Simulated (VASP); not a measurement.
Al3InAs4:

```
Al In As
1.0
     5.62827    0.06786   -0.06717
     0.06786    5.80540    0.13548
    -0.06717    0.13548    5.63084
Al In As
3 1 4
Direct
  0.49912 0.00731 0.00600
  0.00317 0.99132 0.50189
  0.98775 0.50159 0.98683
  0.51385 0.50465 0.50800
  0.76568 0.23397 0.76339
  0.75598 0.76524 0.23494
  0.23609 0.23181 0.23947
  0.23836 0.76412 0.75947
```

```yaml
Program: VASP 6.6.1
Task: relaxation of cell and atoms
Functional: PBE
Potentials_or_basis: VASP PAW PBE potentials, release 64 (Al, In_d, As)
Cutoff: 600 eV
k_mesh: 2 × 2 × 2
Occupations: gaussian, width 0.1 eV
Spin: no spin polarisation
```

At the start: pressure 6.6 GPa; volume 22.98 Å³/atom.

Question: How do energy, volume and symmetry change on relaxing?

Answer: Over 14 steps the energy falls by 80.6 meV/atom and the volume is 24.93 Å³/atom (+8.5 %); space group P-43m (No. 215, to 0.05 Å).

The path:
```csv
step,energy change (eV),largest force (eV/Å),pressure (GPa),volume (Å³)
1,0.0000,1.4429,6.64,183.83
2,-0.4133,0.7001,-2.82,210.06
3,-0.5652,0.6833,-0.17,199.78
4,-0.6181,0.3280,-0.31,200.14
5,-0.6307,0.1259,-0.37,200.41
6,-0.6383,0.1068,0.18,198.68
7,-0.6383,0.1067,0.18,198.69
8,-0.6408,0.0694,0.03,199.18
9,-0.6414,0.0680,-0.11,199.62
10,-0.6426,0.0638,0.00,199.29
11,-0.6427,0.0788,0.05,199.14
12,-0.6438,0.0551,0.05,199.13
13,-0.6447,0.0478,0.06,199.11
14,-0.6450,0.0227,-0.05,199.47
```

Final structure:
```
CELL_PARAMETERS angstrom
5.84356 0.00044 -0.00091
-0.00110 5.84128 -0.00183
-0.00099 0.00075 5.84364
ATOMIC_POSITIONS crystal
Al 0.49920 0.99976 0.99987
Al 0.99985 0.00015 0.49964
Al 0.00010 0.50015 0.00014
In 0.50088 0.49991 0.50048
As 0.76126 0.23816 0.76158
As 0.76093 0.76148 0.23841
As 0.23919 0.23939 0.23928
As 0.23859 0.76101 0.76059
```

Caveat: the k points lie up to 0.54 Å⁻¹ apart in the final cell.
